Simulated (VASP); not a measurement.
A run of VASP 6.6.1 is set up as follows.

The input INCAR:

```
SYSTEM = Mg8O9
PREC     = Accurate       ! precision mode
ENCUT    = 520            ! plane-wave cutoff, eV
EDIFF    = 1E-6           ! SCF threshold, eV
ISMEAR   = -1             ! smearing method
SIGMA    = 0.05           ! smearing width, eV
LREAL    = Auto         
LASPH    = .TRUE.         ! aspherical terms in the spheres
NELM     = 150            ! most SCF steps
ALGO     = Normal         ! electronic algorithm
ISIF     = 2              ! what is computed and relaxed
LWAVE    = .FALSE.        ! write WAVECAR
LCHARG   = .TRUE.         ! write CHGCAR
ISPIN    = 2              ! spin polarisation
MAGMOM   = 0 0 0 0 0 0 0 0 0 0 0 0 0 0 0 0 0 ! initial moments
LORBIT   = 11             ! projections on sites
GGA      = PE             ! functional
LELF     = .TRUE.         ! ELF
LVHAR    = .TRUE.       
NBANDS   = 53             ! bands
```

Contents of KPOINTS:

```
regular mesh
0
G
  2 2 2
  0 0 0
```

Contents of POSCAR:

```
Mg8O9
1.0
    0.0000000000      3.8990000000      3.8990000000
    3.8990000000      0.0000000000      3.8990000000
    3.8990000000      3.8990000000      0.0000000000
Mg O
8 9
Direct
    0.0447037702      0.0561938959     -0.0446268274
    0.0453064888      0.0341754296      0.4447422416
    0.0331751731      0.5742113362     -0.0215824570
   -0.0084124134      0.6221851757      0.4838933060
    0.5440241087      0.0672608361     -0.0471018210
    0.5144139523      0.1207489100      0.4759169018
    0.5687996922      0.5970889972     -0.0856758143
    0.5217876379      0.5429725571      0.4610541164
    0.1223775327      0.3369710182      0.3295332136
    0.2561682483      0.3400872018      0.6798409849
    0.2728776609      0.8165298795      0.2019876892
    0.3129905104      0.7824185689      0.7098871506
    0.7751346499      0.3211464478      0.1847525006
    0.8002180046      0.3040138497      0.7211720954
    0.7351372147      0.8275455245      0.2375737369
    0.7871120800      0.8481277251      0.7131956912
    0.4105668120      0.3240830982      0.1238266222
```

Potentials or basis: VASP PAW PBE potentials, release 64 (Mg, O).

The run is started by

```sh
$ cat potpaw_PBE.64/Mg/POTCAR potpaw_PBE.64/O/POTCAR > POTCAR
$ mpirun -np 1 vasp_std > vasp.out
```

Problem. What does it give for the band gap on the k mesh?

Solution. 4.53 eV.

Problem. Predict the net moment.

Solution. 0.00 μB per cell.

Stress tensor (GPa, compression positive):
```
116.52  -3.27  -1.99
 -3.27  86.50   0.18
 -1.99   0.18 119.50
```

Caveat: the k points lie up to 0.70 Å⁻¹ apart.
